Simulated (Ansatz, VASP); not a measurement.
Al2Cu: VASP beside Ansatz

```xyz
3
Lattice="-2.0446 2.0446 2.8912 2.0446 -2.0446 2.8912 2.0446 2.0446 -2.8912" Properties=species:S:1:pos:R:3 pbc="T T T"
Al    0.0000    2.0446    1.4456
Al    2.0446    0.0000    1.4456
Cu    0.0000    0.0000    2.8912
```

Alike in both runs: task single point; functional PBE; k mesh 16 × 16 × 16; occupations gaussian, width 0.15 eV; no spin polarisation.

```csv
,VASP,Ansatz
version,VASP 6.6.1,Ansatz 0.2.0
potentials or method,"VASP PAW PBE potentials, release 64 (Al, Cu), cutoff 520 eV","scalar-relativistic, plane waves, PAW"
valence electrons in the cell,17,25
```

|  | VASP | Ansatz | Ansatz less VASP |
| --- | --- | --- | --- |
| gap on the k mesh at the Fermi level (eV) | none | none | - |
| pressure (GPa) | 0.2 | 0.0 | -0.17 |

A gap of «none» marks a metal or a gap that the smearing closes. VASP's potentials hold 17 valence electrons a cell and Ansatz's 25, so a difference there can come from the potentials and not from the codes.
